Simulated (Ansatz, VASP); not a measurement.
# KTaO3: VASP and Ansatz over several settings

```xyz
5
Lattice="3.9615 0.0000 0.0000 0.0000 3.9615 0.0000 0.0000 0.0000 3.9615" Properties=species:S:1:pos:R:3 pbc="T T T"
Ta    0.0000    0.0000    0.0000
K     1.9808    1.9808    1.9808
O     0.0000    0.0000    1.9808
O     0.0000    1.9808    0.0000
O     1.9808    0.0000    0.0000
```

Single points on this cell with VASP 6.6.1 and Ansatz 0.2.0. Each row is one pair of runs. Alike in all rows: spin: off; k mesh: 7 × 7 × 7; smearing: fermi-dirac, width 0.05 eV; Ansatz's potentials, cutoff: Ansatz PAW, 420 eV.

| level | VASP's potentials, cutoff | gap on the k mesh at the Fermi level (eV), VASP | gap on the k mesh at the Fermi level (eV), Ansatz | least direct gap on the mesh (eV), VASP | least direct gap on the mesh (eV), Ansatz | pressure (GPa), VASP | pressure (GPa), Ansatz |
| --- | --- | --- | --- | --- | --- | --- | --- |
| PBEsol | VASP PAW PBE potentials, release 64 (Ta_pv, K_sv, O), 520 eV | 2.19 | 2.23 | 2.74 | 2.77 | 4.6 | 3.8 |
| LDA | VASP PAW LDA potentials, release 64 (Ta_pv, K_sv, O), 520 eV | ? | 2.18 | ? | 2.72 | ? | -1.6 |
| PBEsol+D4 | VASP PAW PBE potentials, release 64 (Ta_pv, K_sv, O), 520 eV | 2.19 | 2.23 | 2.74 | 2.77 | 3.4 | 2.5 |

Problem. Fill in what VASP gave in row 2.

Solution. gap on the k mesh at the Fermi level (eV): 2.12; least direct gap on the mesh (eV): 2.68; pressure (GPa): -0.2.

VASP's potentials hold 38 valence electrons a cell and Ansatz's 40, so a difference there can come from the potentials and not from the codes.

Spin-orbit coupling is off throughout. Noted on Ansatz's runs: odd divisions of the mesh miss points on the zone boundary, where band edges often lie, so the gap on the mesh can be too wide.
